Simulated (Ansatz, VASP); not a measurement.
# AlCu3: VASP beside Ansatz

The input INCAR:

```
SYSTEM = AlCu3
ALGO = Fast
EDIFF = 1E-6
ENCUT = 520
GGA = PS
ISIF = 2
ISMEAR = -1
LASPH = .True.
LCHARG = .False.
LREAL = .False.
LWAVE = .False.
NBANDS = 26
NELM = 60
PREC = Accurate
SIGMA = 0.15
```

Contents of KPOINTS:

```
k-points
0
Gamma
  12 12 12
  0 0 0
```

The input POSCAR:

```
AlCu3
1.0
    0.0000000000      2.9031623886      2.9031623886
    2.9031623886      0.0000000000      2.9031623886
    2.9031623886      2.9031623886      0.0000000000
Al Cu
1 3
Direct
    0.0000000000      0.0000000000      0.0000000000
    0.5000000000      0.5000000000      0.5000000000
    0.2500000000      0.2500000000      0.2500000000
    0.7500000000      0.7500000000      0.7500000000
```

Input for Ansatz:

```yaml
crystal:
  lattice:
    - [0.0, 2.9031623849, 2.9031623849]
    - [2.9031623849, 0.0, 2.9031623849]
    - [2.9031623849, 2.9031623849, 0.0]
  atoms:
    - { symbol: Al, position: [0.0, 0.0, 0.0] }
    - { symbol: Cu, position: [0.5, 0.5, 0.5] }
    - { symbol: Cu, position: [0.25, 0.25, 0.25] }
    - { symbol: Cu, position: [0.75, 0.75, 0.75] }
basis:
  ecutwfc: 420
kpoints:
  mp_grid: { grid: [12, 12, 12] }
hamiltonian:
  xc: pbesol
scf:
  occupations: { method: fermi_dirac, width: 0.15 }
output:
  forces: true
  stress: true
  eigenvalues: true
```

Alike in both runs: task single point; functional PBEsol; k mesh 12 × 12 × 12; occupations fermi-dirac, width 0.15 eV; no spin polarisation.

|  | VASP | Ansatz |
| --- | --- | --- |
| version | VASP 6.6.1 | Ansatz 0.2.0 |
| potentials or method | VASP PAW PBE potentials, release 64 (Al, Cu), cutoff 520 eV | scalar-relativistic, plane waves, PAW |
| valence electrons in the cell | 36 | 60 |

VASP gave:

- gap on the k mesh at the Fermi level (eV): none
- pressure (GPa): -2.2

Task: What did Ansatz give for the same quantities?

Result: gap on the k mesh at the Fermi level (eV): none; pressure (GPa): -2.9.

VASP's potentials were made for PBE, not for PBEsol. A gap of «none» marks a metal or a gap that the smearing closes. The functional is the same, so the differences come from potentials, cutoffs and numerics. VASP's potentials hold 36 valence electrons a cell and Ansatz's 60, so a difference there can come from the potentials and not from the codes.
